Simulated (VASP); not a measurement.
Ge, 2 atoms in the cell. It takes space group I4_1/amd (No. 141, tetragonal). The conventional cell has a = 5.149 Å, b = 5.149 Å, c = 3.039 Å, α = 90.00°, β = 90.00°, γ = 90.00°. Ge (site symmetry -4m2) has 10 Ge at 2.68 to 3.44 Å within 3.5 Å.  This cell differs from its parent crystal: strain +0.0875 x Voigt [0, 0, 1, 0, 0, 0].

```yaml
Program: VASP 6.6.1
Task: single point
Functional: r2SCAN
Potentials_or_basis: VASP PAW PBE potentials, release 64 (Ge_d)
Cutoff: 520 eV
k_mesh: 20 × 20 × 20
Occupations: gaussian, width 0.15 eV
Spin: no spin polarisation
Dipole_correction: no
Further_INCAR_settings: ALGO = Normal; EDIFF = 1e-07; NBANDS = 21
```

Potentials or basis: VASP PAW PBE potentials, release 64 (Ge_d).

Launch:

```sh
$ cat potpaw_PBE.64/Ge_d/POTCAR > POTCAR
$ cp INCAR.step1 INCAR
$ mpirun -np 1 vasp_std > vasp.out
$ cp INCAR.step2 INCAR
$ mpirun -np 1 vasp_std > vasp.out
```

Hardware: 1 thread of Intel Xeon 8259CL, on a shared host.

Question: How long does it take, and how much memory?

Answer: Wall time 64 min on 1 thread of Intel Xeon 8259CL (shared host), peak memory 0.51 GiB. Counts: k points 641.
